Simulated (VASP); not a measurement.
A run of VASP 6.6.1:

The input INCAR:

```
SYSTEM = TaRu
ALGO     = Normal         ! electronic algorithm
EDIFF    = 1E-8           ! SCF threshold, eV
ENCUT    = 520            ! plane-wave cutoff, eV
GGA      = CA             ! functional
ISIF     = 2              ! what is computed and relaxed
ISMEAR   = -1             ! smearing method
LASPH    = .TRUE.         ! aspherical terms in the spheres
LCHARG   = .FALSE.        ! write CHGCAR
LEFG     = .TRUE.       
LREAL    = .FALSE.        ! projectors in reciprocal space
LWAVE    = .FALSE.        ! write WAVECAR
NBANDS   = 20             ! bands
NELM     = 100            ! most SCF steps
PREC     = Accurate       ! precision mode
SIGMA    = 0.05           ! smearing width, eV
```

File KPOINTS:

```
k-points
0
G
  11 11 10
  0 0 0
```

POSCAR

```
TaRu
1.0
    3.0530000000      0.0000000000      0.0000000000
    0.0000000000      3.0530000000      0.0000000000
    0.0000000000      0.0000000000      3.3551100000
Ta Ru
1 1
Direct
    0.5000000000      0.5000000000      0.5000000000
    0.0000000000      0.0000000000      0.0000000000
```

Potentials or basis: VASP PAW LDA potentials, release 64 (Ta_pv, Ru_pv).

Launch:

```console
$ cat potpaw_LDA.64/Ta_pv/POTCAR potpaw_LDA.64/Ru_pv/POTCAR > POTCAR
$ mpirun -np 1 vasp_std > vasp.out
```

Hardware: 1 thread of Intel(R) Xeon(R) Platinum 8259CL CPU @ 2.50GHz (Skylake/Cascade Lake) (shared host).

**Question.** How long does it take, and how much memory?

**Answer.** Wall time 90 s on 1 thread of Intel(R) Xeon(R) Platinum 8259CL CPU @ 2.50GHz (Skylake/Cascade Lake), with other jobs on the host, peak memory 0.19 GiB. Counts: scf iterations 14, k points 126.
